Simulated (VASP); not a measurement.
Runs of VASP 6.6.1 on WSe2. The structure is that of space group P-6m2 (No. 187), or close to it. The cells are those of the table. 

| task | cell | k mesh | cutoff (eV) | gap on the mesh (eV) | relaxed volume (Å³/atom) | largest force (eV/Å) |
| --- | --- | --- | --- | --- | --- | --- |
| single point | a = 3.314, b = 3.314, c = 15.658 Å, angles 90.0, 90.0, 120.0°, 3 atoms | 9 × 9 × 2 | 520 | 1.64 | - | 0.04 |
| relaxation of cell and atoms | relaxed from a = 3.318, b = 3.318, c = 16.658 Å, angles 90.0, 90.0, 120.0°, 3 atoms | 9 × 9 × 2 | 600 | 1.64 | (a) | - |
| single point | a = 3.314, b = 3.314, c = 17.657 Å, angles 90.0, 90.0, 120.0°, 3 atoms | 9 × 9 × 2 | 520 | 1.64 | - | 0.04 |
| relaxation of shape and atoms at fixed volume | relaxed from a = 3.281, b = 3.281, c = 16.490 Å, angles 90.0, 90.0, 120.0°, 3 atoms | 9 × 9 × 2 | 600 | 1.63 | 51.24 | - |
| relaxation of shape and atoms at fixed volume | relaxed from a = 3.347, b = 3.347, c = 16.824 Å, angles 90.0, 90.0, 120.0°, 3 atoms | 9 × 9 × 2 | 600 | 1.64 | 54.41 | - |
| single point | a = 3.513, b = 3.513, c = 16.059 Å, angles 90.0, 90.0, 120.0°, 3 atoms | 12 × 12 × 2 | 520 | 0.68 | - | 0.04 |
| single point | a = 3.314, b = 3.314, c = 16.158 Å, angles 90.0, 90.0, 120.0°, 3 atoms | 9 × 9 × 2 | 520 | 1.64 | - | (b) |
| relaxation of shape and atoms at fixed volume | relaxed from a = 3.280, b = 3.280, c = 15.990 Å, angles 90.0, 90.0, 120.0°, 3 atoms | 9 × 9 × 2 | 600 | 1.63 | 49.66 | - |

Alike in all rows: level r2SCAN; potentials or basis VASP PAW PBE potentials, release 64 (W_sv, Se); no spin polarisation; smearing gaussian 0.02 eV.

**Question.** Fill in the values left out.

**Answer.** (a) 52.90; (b) 0.05.

Caveats: the PAW data sets were made with another functional, which shifts forces and pressure a little; spin-orbit coupling is left out, which moves the levels of the heavy elements.

A k mesh can miss the band edges, and the runs leave out spin-orbit coupling on Se, W.
